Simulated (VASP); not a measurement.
# C in VASP: notebook, part 3 of 3

VASP 6.6.1. The steps go on from the part before.

## 5. Relaxation of cell and atoms, PBE+D3(BJ), target pressure 8 GPa, at which the enthalpy is minimised

This run uses another cell than the first one, of 7.67 Å³/atom.

The input, INCAR:

```
PREC = Accurate
ENCUT = 600
EDIFF = 1E-7
ISMEAR = 0
SIGMA = 0.1
LREAL = F
LASPH = T
NELM = 60
ALGO = Normal
ISIF = 3
LWAVE = F
LCHARG = F
GGA = PE
IVDW = 12
IBRION = 2
NSW = 70
EDIFFG = -0.008
PSTRESS = 80.0
```

The input, KPOINTS:

```
Automatic mesh
0
Gamma
  18 18 8
```

The input, POSCAR:

```
C
1.0
    2.3946515073      0.0000000000      0.0000000000
   -1.1973257536      2.0738290385      0.0000000000
    0.0000000000      0.0000000000      6.1758971401
C
4
Direct
    0.0000000000      0.0000000000      0.7500079809
    0.0000000000      0.0000000000      0.2499920191
    0.3333333333      0.6666666667      0.2499829553
    0.6666666667      0.3333333333      0.7500170447
```

Potentials or basis: VASP PAW PBE potentials, release 64 (C).

Started as:

```sh
$ cat potpaw_PBE.64/C/POTCAR > POTCAR
$ mpirun -np 1 vasp_std > vasp.out
```

OUTCAR:

```text
PREC = Accurate
   ENCUT = 600
   EDIFF = 1E-7
   ISMEAR = 0
   LREAL = F
   LASPH = T
   NELM = 60
   ISIF = 3
   GGA = PE
   IVDW = 12
   IBRION = 2
   NSW = 70
   EDIFFG = -0.008
   PSTRESS = 80.0
 IVDW          = 12

 ion  position               nearest neighbor table
   1  0.000  0.000  0.750-   4 1.38   4 1.38   4 1.38
   2  0.000  0.000  0.250-   3 1.38   3 1.38   3 1.38
   3  0.333  0.667  0.250-   2 1.38   2 1.38   2 1.38
   4  0.667  0.333  0.750-   1 1.38   1 1.38   1 1.38

  LATTYP: Found a hexagonal cell.
 ALAT       =     2.3946515073
 C/A-ratio  =     2.5790379608

  Lattice vectors:

 A1 = (   2.3946515073,   0.0000000000,   0.0000000000)
 A2 = (  -1.1973257536,   2.0738290385,   0.0000000000)
 A3 = (   0.0000000000,   0.0000000000,   6.1758971401)

[... 401 lines left out ...]
 number of electron      16.0000000 magnetization

 Free energy of the ion-electron system (eV)
  ---------------------------------------------------
  ext. energy  EPLUGINS =         0.00000000
  ---------------------------------------------------
  free energy    TOTEN  =       -36.66977326 eV

  energy without entropy =      -36.66909368  energy(sigma->0) =      -36.66943347

 E-fermi :   5.8259     XC(G=0): -11.1618

 val. band max:        5.8246763410   @ k =   0.3333   0.3333   0.2500
 cond. band min:       5.8319612892   @ k =   0.3333   0.3333   0.5000
 fundamental gap:      0.0072849482
 Fermi energy:         5.8259293434

 k-point     1 :       0.0000    0.0000    0.0000
  band No.  band energies     occupation
      1     -14.0980      2.00000
      2     -13.4054      2.00000
      3      -3.3436      2.00000
      4       0.0543      2.00000
      5       2.8620      2.00000
      6       2.8620      2.00000
      7       2.9182      2.00000
      8       2.9182      2.00000
      9      11.3680      0.00000
     10      14.2715      0.00000
     11      14.2715      0.00000
     12      14.4043      0.00000
[... 331 lines left out ...]
 k-point    24 :       0.3889    0.1111    0.0000
  band No.  band energies     occupation
      1      -9.2616      2.00000
      2      -8.7628      2.00000
      3      -6.5716      2.00000
      4      -6.1744      2.00000
      5      -1.4783      2.00000
      6      -1.2721      2.00000
      7       2.2580      2.00000
      8       4.2020      2.00000
      9       7.6364      0.00000
     10       8.9061      0.00000
     11      14.2737      0.00000
     12      15.1694      0.00000

 [... further k-points ...]

------------------------ aborting loop because EDIFF is reached ----------------------------------------

 Edisp (eV)   -0.71390

 E8    (eV) :    -0.2051
[... 31 lines left out ...]
  energy  without entropy=      -37.3829976776  energy(sigma->0) =      -37.38333746

  enthalpy is  TOTEN    =       -35.8310630542 eV   P V=        1.5526141978

 reached required accuracy - stopping structural energy minimisation
```

OSZICAR:

```text
N       E                     dE             d eps       ncg     rms          rms(c)
DAV:   1     0.533410393008E+02    0.53341E+02   -0.92707E+03  6384   0.140E+03
[... 95 lines left out ...]
       N       E                     dE             d eps       ncg     rms          rms(c)
DAV:   1    -0.366698212965E+02    0.30459E-02   -0.59020E-03  7156   0.810E-01    0.542E-02
DAV:   2    -0.366697912117E+02    0.30085E-04   -0.84701E-05  8124   0.826E-02    0.364E-02
DAV:   3    -0.366697732765E+02    0.17935E-04   -0.23376E-05  7616   0.409E-02    0.502E-03
DAV:   4    -0.366697731141E+02    0.16243E-06   -0.80624E-07  7840   0.662E-03    0.271E-03
DAV:   5    -0.366697732911E+02   -0.17698E-06   -0.76179E-08  5076   0.245E-03    0.958E-04
DAV:   6    -0.366697732566E+02    0.34444E-07   -0.85993E-09  4036   0.791E-04
  11 F= -.35831063E+02 E0= -.35830723E+02  d E =-.214069E-04
```

Run time: 14 min. Hardware: 1 thread of Intel Xeon 8259CL, shared host; peak memory 0.24 GiB.

What came out:

```
Free energy                                                : -37.3837 eV
Relaxed volume                                             : 7.77 Å³/atom
Relaxed cell                                               : a = 2.452 Å, b = 2.452 Å, c = 5.972 Å, α = 90.00°, β = 90.00°, γ = 120.00°
Space group after relaxing (to 0.1 Å)                      : P6_3/mmc (No. 194)
Energy change on relaxing (the run minimises the enthalpy) : -52.1 meV/atom
Ionic steps                                                : 11
Pressure after relaxing                                    : 8.0 GPa
Band gap on the k mesh                                     : zero (bands 8 and 9 overlap by 0.10 eV)
Dispersion energy per atom                                 : -0.178 eV
```

Step by step:
```
step  energy change (eV)  largest force (eV/Å)  pressure (GPa)  volume (Å³)
   1              0.0000                0.0010           33.25        30.67
   2              0.6309                0.0006          -40.18        36.24
   3             -0.2522                0.0007            5.09        32.20
   4             -0.2481                0.0007            6.74        32.10
   5             -0.2466                0.0007            7.21        32.07
   6             -0.2400                0.0003            7.40        31.86
   7             -0.2154                0.0024            8.07        31.24
   8             -0.2064                0.0031            8.30        31.06
   9             -0.2074                0.0030            8.26        31.08
  10             -0.2115                0.0040            6.78        31.17
  11             -0.2083                0.0018            8.00        31.09
```

Final structure:
```yaml
crystal:
  lattice:
    - [2.45193, 0.00000, 0.00000]
    - [-1.22597, 2.12343, 0.00000]
    - [0.00000, 0.00000, 5.97223]
  atoms:
    - { symbol: C, position: [0.00000, 0.00000, 0.75002] }
    - { symbol: C, position: [0.00000, 0.00000, 0.24998] }
    - { symbol: C, position: [0.33333, 0.66667, 0.25000] }
    - { symbol: C, position: [0.66667, 0.33333, 0.75000] }
```

Levels at points of the mesh, in eV from the Fermi level:
```tsv
k point	band 4	band 5	band 6	band 7	band 8	band 9	band 10	band 11	band 12
(0.00, 0.00, 0.00)	-5.77	-2.96	-2.96	-2.91	-2.91	5.54	8.45	8.45	8.58
(0.50, 0.00, 0.00)	-13.12	-6.45	-6.29	-3.17	-2.00	1.73	2.65	7.18	8.05
(0.00, 0.00, 0.50)	-7.67	-2.94	-2.94	-2.94	-2.94	8.51	8.51	8.51	8.51
(0.50, 0.00, 0.50)	-13.27	-6.37	-6.37	-2.35	-2.35	1.68	1.68	7.59	7.59
```

Caveat: the cell is relaxed towards a set pressure, so the run minimises the enthalpy, not the energy.

## 6. The runs side by side

| task | cell | k mesh | cutoff (eV) | gap on the mesh (eV) | pressure (GPa) |
| --- | --- | --- | --- | --- | --- |
| single point | a = 2.423, b = 2.423, c = 5.346 Å, angles 90.0, 90.0, 120.0°, 4 atoms | 24 × 24 × 8 | 520 | none | 30.6 |
| relaxation of cell and atoms | relaxed to 60 GPa from a = 2.360, b = 2.360, c = 5.205 Å, angles 90.0, 90.0, 120.0°, 4 atoms | 24 × 24 × 8 | 600 | none | 60.0 |
| relaxation of cell and atoms | relaxed to 15 GPa from a = 2.390, b = 2.390, c = 5.842 Å, angles 90.0, 90.0, 120.0°, 4 atoms | 18 × 18 × 8 | 600 | none | 15.0 |
| relaxation of cell and atoms | relaxed to 8 GPa from a = 2.395, b = 2.395, c = 6.176 Å, angles 90.0, 90.0, 120.0°, 4 atoms | 18 × 18 × 8 | 600 | none | 8.0 |

Alike in all rows: level PBE+D3(BJ); potentials or basis VASP PAW PBE potentials, release 64 (C); no spin polarisation; smearing gaussian 0.1 eV.

Caveats: the cell is relaxed towards a set pressure, so the run minimises the enthalpy, not the energy (at least some runs); the cell stands under pressure (at least some runs).

Absolute energies hang on the potentials; compare differences alone.

The gap in the log of VASP goes by the Fermi energy; the results here count the filled bands.